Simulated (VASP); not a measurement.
Ta: single point with PBE

Crystal: Ta.

```
Ta
1.0
     2.86117    0.00000    0.00000
    -1.43059    2.47785    0.00000
     0.00000    0.00000    5.09645
Ta
2
Cartesian
  0.0000 1.6519 1.2741
  1.4306 0.8259 3.8223
```

* Program: VASP 6.6.1
* Task: single point
* Functional: PBE
* Potentials or basis: VASP PAW PBE potentials, release 64 (Ta_pv)
* Cutoff: 520 eV
* k mesh: 11 × 11 × 5
* Occupations: fermi-dirac, width 0.05 eV
* Spin: no spin polarisation
* Dipole correction: no
* Further INCAR settings: ALGO = Fast; EDIFF = 1e-07; NBANDS = 18

```json
{
 "Pressure": "7.4 GPa",
 "Band gap on the k mesh": "zero (band 11 reaches 6.91 eV, above the bottom of band 12 at 5.33 eV)"
}
```

Stress tensor (GPa, compression positive):
```
7.32 0.00 0.00
0.00 7.32 0.00
0.00 0.00 7.48
```

Levels at points of the mesh, in eV from the Fermi level:
| k point | band 7 | band 8 | band 9 | band 10 | band 11 | band 12 | band 13 | band 14 | band 15 | band 16 |
| --- | --- | --- | --- | --- | --- | --- | --- | --- | --- | --- |
| (0.00, 0.00, 0.00) | -8.36 | -5.06 | -0.64 | -0.05 | 0.57 | 0.57 | 1.17 | 1.17 | 3.07 | 3.07 |

Run time: 15 s on 1 thread of Intel(R) Xeon(R) 6975P-C (Granite Rapids) (shared host), peak memory 0.17 GiB.

Caveat: spin-orbit coupling is left out, which moves the levels of the heavy elements.
